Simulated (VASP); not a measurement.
**KIr (CsCl type): single point with LDA**

KIr (CsCl type):

```
K Ir
1.0
     3.48228    0.00000    0.00000
     0.00000    3.48228    0.00000
     0.00000    0.00000    3.48228
K Ir
1 1
Direct
  0.00000 0.00000 0.00000
  0.50000 0.50000 0.50000
```

| Item | Value |
| --- | --- |
| Program | VASP 6.6.1 |
| Task | single point |
| Functional | LDA |
| Potentials or basis | VASP PAW LDA potentials, release 64 (K_sv, Ir) |
| Cutoff | 520 eV |
| k mesh | 10 × 10 × 10 |
| Occupations | fermi-dirac, width 0.05 eV |
| Spin | no spin polarisation |

- Pressure: -1.1 GPa
- Band gap on the k mesh: zero (bands 9 and 10 overlap by 1.26 eV)

Levels at points of the mesh, in eV from the Fermi level:
```tsv
k point	band 6	band 7	band 8	band 9	band 10	band 11	band 12	band 13
(0.00, 0.00, 0.00)	-2.20	-2.20	-0.05	-0.05	-0.05	7.10	7.10	9.92
(0.50, 0.00, 0.00)	-1.75	-0.30	-0.30	0.13	0.82	1.35	5.66	6.86
(0.50, 0.50, 0.00)	-1.72	-0.80	-0.80	0.63	1.64	4.04	4.04	7.67
(0.50, 0.50, 0.50)	-0.76	-0.76	0.67	0.67	2.49	2.49	2.49	3.97
```

It took 19 s on 1 thread of Intel Xeon 6975P-C, on a shared host, peak memory 0.17 GiB.

Caveat: spin-orbit coupling is left out, which moves the levels of the heavy elements.
